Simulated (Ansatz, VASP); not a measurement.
CdGeAs2: VASP beside Ansatz

Contents of INCAR:

```
SYSTEM = CdGeAs2
ALGO = Normal ; EDIFF = 1E-6
EDIFFG = -0.01 ; ENCUT = 600
GGA = PS ; IBRION = 2
ISIF = 3 ; ISMEAR = 0
LASPH = .TRUE. ; LCHARG = .FALSE.
LREAL = .FALSE. ; LWAVE = .FALSE.
NELM = 80 ; NSW = 80
PREC = Accurate ; SIGMA = 0.1
```

Contents of KPOINTS:

```
k-points
0
G
  10 10 8
  0 0 0
```

POSCAR

```
CdGeAs2
1.0
    4.1441162574      0.0000000000      0.0000000000
    0.0000000000      4.1441162574      0.0000000000
    0.0000000000      0.0000000000      5.9039978346
Cd Ge As
1 1 2
Direct
    0.0000000000      0.0000000000      0.5000000000
    0.5000000000      0.5000000000      0.0000000000
    0.5000000000      0.0000000000      0.7697097067
    0.0000000000      0.5000000000      0.2302902933
```

Input for Ansatz:

```yaml
crystal:
  lattice:
    - [4.1441162574, 0.0, 0.0]
    - [0.0, 4.1441162574, 0.0]
    - [0.0, 0.0, 5.9039978346]
  atoms:
    - { symbol: Cd, position: [0.0, 0.0, 0.5] }
    - { symbol: Ge, position: [0.5, 0.5, 0.0] }
    - { symbol: As, position: [0.5, 0.0, 0.7697097067] }
    - { symbol: As, position: [0.0, 0.5, 0.2302902933] }
basis:
  ecutwfc: 420
kpoints:
  mp_grid: { grid: [10, 10, 8] }
hamiltonian:
  xc: pbesol
scf:
  occupations: { method: gaussian, width: 0.1 }
output:
  forces: true
  stress: true
  eigenvalues: true
relax:
  adjacent_minimum: "off"
  f_tol: 0.01
  max_steps: 60
  cell: { stress_tol: 0.1 }
```

Alike in both runs: task relaxation of cell and atoms; functional PBEsol; k mesh 10 × 10 × 8; occupations gaussian, width 0.1 eV; no spin polarisation.

|  | VASP | Ansatz |
| --- | --- | --- |
| version | VASP 6.6.1 | Ansatz 0.2.0 |
| potentials or method | VASP PAW PBE potentials, release 64 (Cd, Ge_d, As), cutoff 600 eV | scalar-relativistic, plane waves, PAW |
| valence electrons in the cell | 36 | 64 |

```tsv
	VASP	Ansatz	Ansatz less VASP
gap on the k mesh at the Fermi level, each at its own relaxed structure (eV)	none	none	-
relaxed volume (Å³/atom)	25.21	25.13	-0.084
relaxed cell length with the largest relative difference (Å)	6.083	6.058	-0.0252
```

VASP's potentials were made for PBE, not for PBEsol. A gap of «none» marks a metal or a gap that the smearing closes. VASP's potentials hold 36 valence electrons a cell and Ansatz's 64, so a difference there can come from the potentials and not from the codes.
